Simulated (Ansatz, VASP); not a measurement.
# One calculation of ZnSiP2, two programs

```
Zn Si P
1.0
    -2.70891    2.70891    5.26882
     2.70891   -2.70891    5.26882
     2.70891    2.70891   -5.26882
Zn Si P
2 2 4
Cartesian
  0.0000 0.0000 0.0000
  0.0000 2.7089 2.6344
  0.0000 0.0000 5.2688
  2.7089 0.0000 2.6344
  1.4479 1.3545 1.3172
  1.2610 1.3545 6.5860
  1.3545 3.9699 -1.3172
  1.3545 -1.2610 3.9516
```

Alike in both runs: functional PBE; k mesh 8 × 8 × 8; occupations gaussian, width 0.02 eV; no spin polarisation.

Ansatz relaxed the structure, and its values are those at the end. VASP's run is a single point on that final structure, the one shown.

|  | VASP | Ansatz |
| --- | --- | --- |
| version | VASP 6.6.1 | Ansatz 0.2.0 |
| potentials or method | VASP PAW PBE potentials, release 64 (Zn, Si, P), cutoff 520 eV | scalar-relativistic, plane waves, PAW |
| valence electrons in the cell | 52 | 52 |

```csv
,VASP,Ansatz,Ansatz less VASP
gap on the k mesh at the Fermi level (eV),1.36,1.36,-0.003
least direct gap on the mesh (eV),1.36,1.36,-0.003
pressure (GPa),0.0,0.0,0.00
rms of the force components (eV/Å),0.013,0.001,-0.0121
```
